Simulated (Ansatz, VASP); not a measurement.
## BN in VASP and in Ansatz

INCAR

```
SYSTEM = BN
PREC = Accurate
ENCUT = 520
EDIFF = 1E-6
ISMEAR = 0
SIGMA = 0.05
LREAL = .FALSE.
LASPH = .TRUE.
NELM = 80
ALGO = Normal
ISIF = 2
LWAVE = .FALSE.
LCHARG = .FALSE.
GGA = PS
NBANDS = 26
```

The input KPOINTS:

```
Automatic mesh
0
G
  6 6 10
  0 0 0
```

Contents of POSCAR:

```
BN
1.0
    4.4312000000      0.0000000000      0.0000000000
    0.0000000000      4.4312000000      0.0000000000
    0.0000000000      0.0000000000      2.8426000000
B N
4 4
Direct
    0.1741337327      0.8258662673      0.5000000000
    0.3258662673      0.3258662673      0.0000000000
    0.6741337327      0.6741337327      0.0000000000
    0.8258662673      0.1741337327      0.5000000000
    0.8123909516      0.8123909516      0.5000000000
    0.3123909516      0.6876090484      0.0000000000
    0.6876090484      0.3123909516      0.0000000000
    0.1876090484      0.1876090484      0.5000000000
```

Input for Ansatz:

```yaml
crystal:
  lattice:
    - [4.4312, 0.0, 0.0]
    - [0.0, 4.4312, 0.0]
    - [0.0, 0.0, 2.8426]
  atoms:
    - { symbol: B, position: [0.1741337327, 0.8258662673, 0.5] }
    - { symbol: B, position: [0.3258662673, 0.3258662673, 0.0] }
    - { symbol: B, position: [0.6741337327, 0.6741337327, 0.0] }
    - { symbol: B, position: [0.8258662673, 0.1741337327, 0.5] }
    - { symbol: "N", position: [0.8123909516, 0.8123909516, 0.5] }
    - { symbol: "N", position: [0.3123909516, 0.6876090484, 0.0] }
    - { symbol: "N", position: [0.6876090484, 0.3123909516, 0.0] }
    - { symbol: "N", position: [0.1876090484, 0.1876090484, 0.5] }
basis:
  ecutwfc: 520.0
kpoints:
  mp_grid: { grid: [6, 6, 10] }
hamiltonian:
  xc: pbesol
  pseudopotentials: { kind: paw, azcp: { folder: soft_1 } }
scf:
  occupations: { method: gaussian, width: 0.05 }
output:
  forces: true
  stress: true
  eigenvalues: true
  write_density: true
  write_potential: true
  elf: true
  volumetric_format: npy
```

Alike in both runs: task single point; functional PBEsol; k mesh 6 × 6 × 10; occupations gaussian, width 0.05 eV; no spin polarisation.

|  | VASP | Ansatz |
| --- | --- | --- |
| version | VASP 6.6.1 | Ansatz 0.2.0 |
| potentials or method | VASP PAW PBE potentials, release 64 (B, N), cutoff 520 eV | scalar-relativistic, plane waves, PAW |
| valence electrons in the cell | 32 | 32 |

Ansatz gave:

| Item | Value |
| --- | --- |
| gap on the k mesh at the Fermi level (eV) | 3.95 |
| least direct gap on the mesh (eV) | 3.95 |
| rms of the force components (eV/Å) | 0.128 |

Which values does VASP return?

gap on the k mesh at the Fermi level (eV): 3.95; least direct gap on the mesh (eV): 3.95; rms of the force components (eV/Å): 0.132.

VASP's potentials were made for PBE, not for PBEsol, and Ansatz warns of the same on its side. Atom by atom the forces differ by 0.018 eV/Å (rms over components).
